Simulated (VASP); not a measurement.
# BaF2 (Fm-3m) in VASP: further runs

BaF2 is run at these levels: PBE; tasks: G0W0 quasiparticle levels.

All numbers are computed with VASP 6.6.1; they aren't measurements. Logs are shortened: lines on timing, memory, paths and dates and some standing lists are left out, and cuts for length are marked.

### 1 The cell of the first run

Symmetry: Fm-3m, No. 225, cubic system. The conventional cell has a = 6.194 Å, b = 6.194 Å, c = 6.194 Å, α = 90.00°, β = 90.00°, γ = 90.00°. Within 3.5 Å of Ba (site symmetry m-3m) lie 8 F at 2.68 Å. Within 3.5 Å of F (site symmetry -43m) lie 4 Ba at 2.68 Å and 6 F at 3.10 Å.

### 2 G0W0 quasiparticle levels, PBE

The input, POSCAR:

```
BaF2
1.0
    0.0000000000      3.0971612412      3.0971612412
    3.0971612412      0.0000000000      3.0971612412
    3.0971612412      3.0971612412      0.0000000000
Ba F
1 2
Direct
    0.0000000000      0.0000000000      0.0000000000
    0.2500000000      0.2500000000      0.2500000000
    0.7500000000      0.7500000000      0.7500000000
```

The input, INCAR.step1:

```
ALGO = Normal
EDIFF = 1E-8
ENCUT = 500
GGA = PE
ISMEAR = 0
LASPH = T
LCHARG = F
LREAL = F
LWAVE = T
NELM = 100
PREC = Accurate
SIGMA = 0.01
```

The input, INCAR.step2:

```
ALGO = Exact
EDIFF = 1E-8
ENCUT = 500
GGA = PE
ISMEAR = 0
ISTART = 1
LASPH = T
LCHARG = F
LOPTICS = T
LREAL = F
LWAVE = T
NBANDS = 235
NELM = 1
PREC = Accurate
SIGMA = 0.01
```

The input, INCAR.step3:

```
ALGO = EVGW0
EDIFF = 1E-8
ENCUT = 500
ENCUTGW = 140.0
GGA = PE
ISMEAR = 0
ISTART = 1
LASPH = T
LCHARG = F
LREAL = F
LWAVE = F
NBANDS = 235
NBANDSGW = 20
NELMGW = 1
NOMEGA = 96
OMEGAMAX = 30
PREC = Accurate
PRECFOCK = Fast
SIGMA = 0.01
```

The input, KPOINTS:

```
k-points
0
Gamma
  4 4 4
```

Potentials or basis: VASP PAW PBE potentials, release 64 (Ba_sv_GW, F_GW).

Launch:

```console
$ cat potpaw_PBE.64/Ba_sv_GW/POTCAR potpaw_PBE.64/F_GW/POTCAR > POTCAR
$ cp INCAR.step1 INCAR
$ mpirun -np 1 vasp_std > vasp.out
$ cp INCAR.step2 INCAR
$ mpirun -np 1 vasp_std > vasp.out
$ cp INCAR.step3 INCAR
$ mpirun -np 1 vasp_std > vasp.out
```

OUTCAR:

```text
EDIFF = 1E-8
   ENCUT = 500
   ENCUTGW = 140.0
   GGA = PE
   ISMEAR = 0
   ISTART = 1
   LASPH = T
   LREAL = F
   NELMGW = 1
   PREC = Accurate
   PRECFOCK = Fast

 ion  position               nearest neighbor table
   1  0.000  0.000  0.000-
   2  0.250  0.250  0.250-
   3  0.750  0.750  0.750-

  LATTYP: Found a face centered cubic cell.
 ALAT       =     6.1943224824

  Lattice vectors:

 A1 = (   0.0000000000,   3.0971612412,   3.0971612412)
 A2 = (   3.0971612412,   0.0000000000,   3.0971612412)
 A3 = (   3.0971612412,   3.0971612412,   0.0000000000)

Analysis of symmetry for initial positions (statically):
=====================================================================
 Subroutine PRICEL returns:
 Original cell was already a primitive cell.

 Routine SETGRP: Setting up the symmetry group for a
 face centered cubic supercell.

 Subroutine GETGRP returns: Found 48 space group operations
 (whereof 48 operations were pure point group operations)
 out of a pool of 48 trial point group operations.

The static configuration has the point symmetry O_h .

Analysis of symmetry for dynamics (positions and initial velocities):
=====================================================================
 Subroutine PRICEL returns:
 Original cell was already a primitive cell.

 Routine SETGRP: Setting up the symmetry group for a
 face centered cubic supercell.

 Subroutine GETGRP returns: Found 48 space group operations
 (whereof 48 operations were pure point group operations)
 out of a pool of 48 trial point group operations.

The dynamic configuration has the point symmetry O_h .

 Subroutine INISYM returns: Found 48 space group operations
 (whereof 48 operations are pure point group operations),
 and found     1 'primitive' translations

----------------------------------------------------------------------------------------

                                     Primitive cell

  volume of cell :      59.4185

  direct lattice vectors                    reciprocal lattice vectors
     0.000000000  3.097161241  3.097161241    -0.161438156  0.161438156  0.161438156
     3.097161241  0.000000000  3.097161241     0.161438156 -0.161438156  0.161438156
[... 36 lines left out ...]

 Subroutine IBZKPT returns following result:
 ===========================================

 Found      8 irreducible k-points:

 Following reciprocal coordinates:
            Coordinates               Weight
  0.000000  0.000000  0.000000      1.000000
  0.250000  0.000000  0.000000      8.000000
  0.500000  0.000000  0.000000      4.000000
  0.250000  0.250000  0.000000      6.000000
  0.500000  0.250000  0.000000     24.000000
 -0.250000  0.250000  0.000000     12.000000
  0.500000  0.500000  0.000000      3.000000
 -0.250000  0.500000  0.250000      6.000000
   k-points           NKPTS =      8   k-points in BZ     NKDIM =     64   number of bands    NBANDS=    235
   number of dos      NEDOS =    301   number of ions     NIONS =      3
   total plane-waves  NPLWV =  32768
   dimension x,y,z NGX =    32 NGY =   32 NGZ =   32
   dimension x,y,z NGXF=    64 NGYF=   64 NGZF=   64
   ions per type =               1   2
   NGX,Y,Z   is equivalent  to a cutoff of  12.15, 12.15, 12.15 a.u.
   NGXF,Y,Z  is equivalent  to a cutoff of  24.29, 24.29, 24.29 a.u.
 SYSTEM =  unknown system
   PREC   = accura    normal or accurate (medium, high low for compatibility)
   ISTART =      1    job   : 0-new  1-cont  2-samecut
   ICHARG =      0    charge: 1-file 2-atom 10-const
   ISPIN  =      1    spin polarized calculation?
   LNONCOLLINEAR =      F non collinear calculations
   LSORBIT =      F    spin-orbit coupling
   LASPH  =      T    aspherical Exc in radial PAW
   ENCUT  =  500.0 eV  36.75 Ry    6.06 a.u.   7.99  7.99  7.99*2*pi/ulx,y,z
   NELM   =     60;   NELMIN=  2; NELMDL=  0     # of ELM steps
   EDIFF  = 0.1E-07   stopping-criterion for ELM
   LREAL  =      F    real-space projection
   EDIFFG = 0.1E-06   stopping-criterion for IOM
   NSW    =      0    number of steps for IOM
   IBRION =     -1    ionic relax: 0-MD 1-quasi-New 2-CG
   NFREE  =      0    steps in history (QN), initial steepest desc. (CG)
   ISIF   =      0    stress and relaxation
   ISYM   =      3    0-nonsym 1-usesym 2-fastsym
   POTIM  = 0.5000    time-step for ionic-motion
   TEBEG  =    0.0;   TEEND  =   0.0 temperature during run
   PSTRESS=    0.0 pullay stress
   NELECT =      24.0000    total number of electrons
   NUPDOWN=      -1.0000    fix difference up-down
   EMIN   =  10.00;   EMAX   =-10.00  energy-range for DOS
   EFERMI =   0.00;   METHOD = LEGACY
   ISMEAR =     0;   SIGMA  =   0.01  broadening in eV -4-tet -1-fermi 0-gaus
   EFERMI_NEDOS =   21; number of points for ismear=-14 and -15
   IALGO  =     38    algorithm
   IMIX   =      4    mixing-type and parameters
     AMIX     =   0.40;   BMIX     =  1.00
     AMIX_MAG =   1.60;   BMIX_MAG =  1.00
  volume/ion in A,a.u.               =      19.81       133.66
  Fermi-wavevector in a.u.,A,eV,Ry     =   1.210147  2.286846 19.925127  1.464456
  Thomas-Fermi vector in A             =   2.345703
   LORBIT       =      0    0 simple, 1 ext, 2 COOP (PROOUT), +10 PAW based schemes
   GGA     = PE    functional components
   LHFCALC =     T    Hartree Fock is set to
   PRECFOCK=fast      Normal, Fast or Accurate (Low or Medium for compatibility)
   ENCUT4O =  -1.0   cutoff for four orbital integrals eV
   NKREDX  =     1    reduce k-point grid by
   NKREDY  =     1    reduce k-point grid by
   NKREDZ  =     1    reduce k-point grid by
   AEXX    =    1.0000 exact exchange contribution
   HFSCREEN=    0.0000 screening length (either q_TF or 0.3 A-1)
   HFSCREENC=   0.0000 screening length for correlation (either q_TF or 0.3 A-1)
   ENCUTFOCK=  -1.0 apply spherical cutoff to Coloumb kernel
   IVDW    =     0    specifies the selected vdW correction
   LEPSILON=     F    determine dielectric tensor
   LRPA    =     F    only Hartree local field effects (RPA)
   LRPAFORCE           =     F    calculate RPA forces
   ENCUTGW             = 140.0    cutoff for response function in eV
   ENCUTGWSOFT         = 112.0    soft cutoff for Coulomb kernel in GW response function in eV
   ENCUTLF             =  -1.0    cutoff for local field effects
   NELMGW              =     1    number of iterations in solving QP/BSE equation
   NELMHF              =     1    number of iterations in the inner HF iteration
   NKREDLFX            =     1    NKREDLFY  =   1   NKREDLFZ  =   1
 non-spin polarized calculation
 Gauss-broadening in eV      SIGMA  =   0.01
  energy-cutoff  :      500.00
  volume of cell :       59.42
 maximum number of plane-waves:      1540
  NGX = 18; NGY = 18; NGZ = 18
   NGX = 15   NGY = 15   NGZ = 15
 maximum number of plane-waves:       229
 NGX is ok and might be reduce to    18

 QP shifts <psi_nk| G(iteration)W_0 |psi_nk>: iteration 1
 for sc-GW calculations column KS-energies equals QP-energies in previous step
 and V_xc(KS)=  KS-energies - (<T + V_ion + V_H > + <T+V_H+V_ion>^1  + <V_x>^1)

 k-point   1 :       0.0000    0.0000    0.0000
  band No.  KS-energies  QP-energies   sigma(KS)   V_xc(KS)     V^pw_x(r,r')   Z            occupation Imag(sigma)

      1     -23.0132     -24.6883     -17.8411     -15.4714     -25.2571       0.7069       2.0000       1.0257
      2     -18.9692     -22.2959     -27.9968     -23.2283     -37.2832       0.6976       2.0000       0.5889
      3     -18.9018     -22.0764     -27.1390     -22.6107     -36.1260       0.7011       2.0000       0.6188
      4      -7.8444     -10.2924     -17.0506     -14.0798     -19.3058       0.8240       2.0000       0.0742
      5      -7.8444     -10.2924     -17.0506     -14.0798     -19.3058       0.8240       2.0000       0.0742
      6      -7.8444     -10.2924     -17.0506     -14.0798     -19.3058       0.8240       2.0000       0.0742
[... 167 lines left out ...]
      6      -7.9639     -10.4222     -17.1601     -14.1622     -19.5568       0.8200       2.0000       0.0898
[... 12 lines left out ...]
     19      12.4576      17.0803      -7.8280     -13.3815      -2.7373       0.8324       0.0000      -0.0873
     20      12.9257      17.9286      -7.8641     -13.9055      -2.5578       0.8281       0.0000      -0.0949
```

Run time: 18 min. Hardware: 1 thread of Intel Xeon 8259CL, shared host; peak memory 0.72 GiB.

Results:

- Quasiparticle gap: 9.49 eV
- Least direct quasiparticle gap: 9.62 eV
- Band gap of the starting levels on the mesh: 6.84 eV
- Least direct gap of the starting levels on the mesh: 6.94 eV

Caveat: the k points lie up to 0.44 Å⁻¹ apart; bands, screening cutoff and mesh are small and nothing is extrapolated, so the quasiparticle values aren't converged; spin-orbit coupling is left out, which moves the levels of the heavy elements.

### 3 G0W0 quasiparticle levels, PBE

The input, POSCAR:

```
BaF2
1.0
    0.0000000000      3.0971612409      3.0971612409
    3.0971612409      0.0000000000      3.0971612409
    3.0971612409      3.0971612409      0.0000000000
Ba F
1 2
Direct
    0.0000000000      0.0000000000      0.0000000000
    0.2500000000      0.2500000000      0.2500000000
    0.7500000000      0.7500000000      0.7500000000
```

The input, INCAR.step1:

```
PREC     = Accurate       # precision mode
ENCUT    = 500            # plane-wave cutoff, eV
EDIFF    = 1E-8           # SCF threshold, eV
ISMEAR   = 0              # smearing method
SIGMA    = 0.01           # smearing width, eV
LREAL    = F              # projectors in reciprocal space
LASPH    = T              # aspherical terms in the spheres
NELM     = 60             # most SCF steps
ALGO     = Normal         # electronic algorithm
LWAVE    = T              # write WAVECAR
LCHARG   = F              # write CHGCAR
GGA      = PE             # functional
```

The input, INCAR.step2:

```
PREC     = Accurate       # precision mode
ENCUT    = 500            # plane-wave cutoff, eV
EDIFF    = 1E-8           # SCF threshold, eV
ISMEAR   = 0              # smearing method
SIGMA    = 0.01           # smearing width, eV
LREAL    = F              # projectors in reciprocal space
LASPH    = T              # aspherical terms in the spheres
NELM     = 1              # most SCF steps
ALGO     = Exact          # electronic algorithm
LWAVE    = T              # write WAVECAR
LCHARG   = F              # write CHGCAR
GGA      = PE             # functional
NBANDS   = 235            # bands
LOPTICS  = T              # frequency-dependent dielectric function
ISTART   = 1
```

The input, INCAR.step3:

```
PREC     = Accurate       # precision mode
ENCUT    = 500            # plane-wave cutoff, eV
EDIFF    = 1E-8           # SCF threshold, eV
ISMEAR   = 0              # smearing method
SIGMA    = 0.01           # smearing width, eV
LREAL    = F              # projectors in reciprocal space
LASPH    = T              # aspherical terms in the spheres
ALGO     = EVGW0          # electronic algorithm
LWAVE    = F              # write WAVECAR
LCHARG   = F              # write CHGCAR
GGA      = PE             # functional
NELMGW   = 1            
NBANDS   = 235            # bands
ENCUTGW  = 140.0          # cutoff of the response function
NOMEGA   = 96             # frequency points
PRECFOCK = Fast         
ISTART   = 1            
NBANDSGW = 20           
OMEGAMAX = 20
```

The input, KPOINTS:

```
Automatic mesh
0
Gamma
  4 4 4
```

Potentials or basis: VASP PAW PBE potentials, release 64 (Ba_sv_GW, F_GW).

Launch:

```console
$ cat potpaw_PBE.64/Ba_sv_GW/POTCAR potpaw_PBE.64/F_GW/POTCAR > POTCAR
$ cp INCAR.step1 INCAR
$ mpirun -np 1 vasp_std > vasp.out
$ cp INCAR.step2 INCAR
$ mpirun -np 1 vasp_std > vasp.out
$ cp INCAR.step3 INCAR
$ mpirun -np 1 vasp_std > vasp.out
```

OUTCAR:

```text
PREC = Accurate
   ENCUT = 500
   EDIFF = 1E-8
   ISMEAR = 0
   LREAL = F
   LASPH = T
   GGA = PE
   NELMGW = 1
   ENCUTGW = 140.0
   PRECFOCK = Fast
   ISTART = 1

 ion  position               nearest neighbor table
   1  0.000  0.000  0.000-
   2  0.250  0.250  0.250-
   3  0.750  0.750  0.750-

  LATTYP: Found a face centered cubic cell.
 ALAT       =     6.1943224818

  Lattice vectors:

 A1 = (   0.0000000000,   3.0971612409,   3.0971612409)
 A2 = (   3.0971612409,   0.0000000000,   3.0971612409)
 A3 = (   3.0971612409,   3.0971612409,   0.0000000000)

Analysis of symmetry for initial positions (statically):
=====================================================================
 Subroutine PRICEL returns:
 Original cell was already a primitive cell.

 Routine SETGRP: Setting up the symmetry group for a
 face centered cubic supercell.

 Subroutine GETGRP returns: Found 48 space group operations
 (whereof 48 operations were pure point group operations)
 out of a pool of 48 trial point group operations.

[... 116 lines left out ...]
   IALGO  =     38    algorithm
   IMIX   =      4    mixing-type and parameters
     AMIX     =   0.40;   BMIX     =  1.00
     AMIX_MAG =   1.60;   BMIX_MAG =  1.00
  volume/ion in A,a.u.               =      19.81       133.66
  Fermi-wavevector in a.u.,A,eV,Ry     =   1.210147  2.286846 19.925127  1.464456
  Thomas-Fermi vector in A             =   2.345703
   LORBIT       =      0    0 simple, 1 ext, 2 COOP (PROOUT), +10 PAW based schemes
   GGA     = PE    functional components
   LHFCALC =     T    Hartree Fock is set to
   PRECFOCK=fast      Normal, Fast or Accurate (Low or Medium for compatibility)
   ENCUT4O =  -1.0   cutoff for four orbital integrals eV
   NKREDX  =     1    reduce k-point grid by
   NKREDY  =     1    reduce k-point grid by
   NKREDZ  =     1    reduce k-point grid by
   AEXX    =    1.0000 exact exchange contribution
   HFSCREEN=    0.0000 screening length (either q_TF or 0.3 A-1)
   HFSCREENC=   0.0000 screening length for correlation (either q_TF or 0.3 A-1)
   ENCUTFOCK=  -1.0 apply spherical cutoff to Coloumb kernel
   IVDW    =     0    specifies the selected vdW correction
   LEPSILON=     F    determine dielectric tensor
   LRPA    =     F    only Hartree local field effects (RPA)
   LRPAFORCE           =     F    calculate RPA forces
   ENCUTGW             = 140.0    cutoff for response function in eV
   ENCUTGWSOFT         = 112.0    soft cutoff for Coulomb kernel in GW response function in eV
   ENCUTLF             =  -1.0    cutoff for local field effects
   NELMGW              =     1    number of iterations in solving QP/BSE equation
   NELMHF              =     1    number of iterations in the inner HF iteration
   NKREDLFX            =     1    NKREDLFY  =   1   NKREDLFZ  =   1
 non-spin polarized calculation
 Gauss-broadening in eV      SIGMA  =   0.01
  energy-cutoff  :      500.00
  volume of cell :       59.42
 maximum number of plane-waves:      1540
  NGX = 18; NGY = 18; NGZ = 18
   NGX = 15   NGY = 15   NGZ = 15
 maximum number of plane-waves:       229
 NGX is ok and might be reduce to    18

 QP shifts <psi_nk| G(iteration)W_0 |psi_nk>: iteration 1
 for sc-GW calculations column KS-energies equals QP-energies in previous step
 and V_xc(KS)=  KS-energies - (<T + V_ion + V_H > + <T+V_H+V_ion>^1  + <V_x>^1)

 k-point   1 :       0.0000    0.0000    0.0000
  band No.  KS-energies  QP-energies   sigma(KS)   V_xc(KS)     V^pw_x(r,r')   Z            occupation Imag(sigma)

      1     -23.0132     -24.4471     -17.7626     -15.4714     -25.2571       0.6258       2.0000       0.9991
      2     -18.9692     -22.3241     -27.9888     -23.2283     -37.2832       0.7047       2.0000       0.5172
      3     -18.9018     -22.0629     -27.1199     -22.6107     -36.1260       0.7010       2.0000       0.5436
      4      -7.8444     -10.2859     -17.0550     -14.0798     -19.3058       0.8206       2.0000       0.0414
      5      -7.8444     -10.2859     -17.0550     -14.0798     -19.3058       0.8206       2.0000       0.0414
      6      -7.8444     -10.2859     -17.0550     -14.0798     -19.3058       0.8206       2.0000       0.0414
[... 167 lines left out ...]
      6      -7.9639     -10.4075     -17.1632     -14.1622     -19.5568       0.8143       2.0000       0.0545
[... 12 lines left out ...]
     19      12.4576      17.1066      -7.8274     -13.3815      -2.7373       0.8370       0.0000      -0.0673
     20      12.9257      17.9343      -7.8619     -13.9055      -2.5578       0.8287       0.0000      -0.0787
```

OUTCAR.step1:

```text
PREC = Accurate
   ENCUT = 500
   EDIFF = 1E-8
   ISMEAR = 0
   LREAL = F
[... 357 lines left out ...]
      0.00000      0.00000      0.00000        -0.000000      0.000000      0.000000
      1.54858      1.54858      1.54858        -0.000000     -0.000000     -0.000000
      4.64574      4.64574      4.64574         0.000000      0.000000      0.000000
 -----------------------------------------------------------------------------------
    total drift:                               -0.000000     -0.000000      0.000000

  FREE ENERGIE OF THE ION-ELECTRON SYSTEM (eV)
  ---------------------------------------------------
  free  energy   TOTEN  =       -18.6051593142 eV

  energy  without entropy=      -18.6051593142  energy(sigma->0) =      -18.60515931
```

Wall time 10 min (1 thread of Intel Xeon 6975P-C (Granite Rapids), shared host); peak memory 0.72 GiB.

Results:

```yaml
Quasiparticle_gap: 9.49 eV
Least_direct_quasiparticle_gap: 9.61 eV
Band_gap_of_the_starting_levels_on_the_mesh: 6.84 eV
Least_direct_gap_of_the_starting_levels_on_the_mesh: 6.94 eV
```

Caveat: the k points lie up to 0.44 Å⁻¹ apart; bands, screening cutoff and mesh are small and nothing is extrapolated, so the quasiparticle values aren't converged; spin-orbit coupling is left out, which moves the levels of the heavy elements.
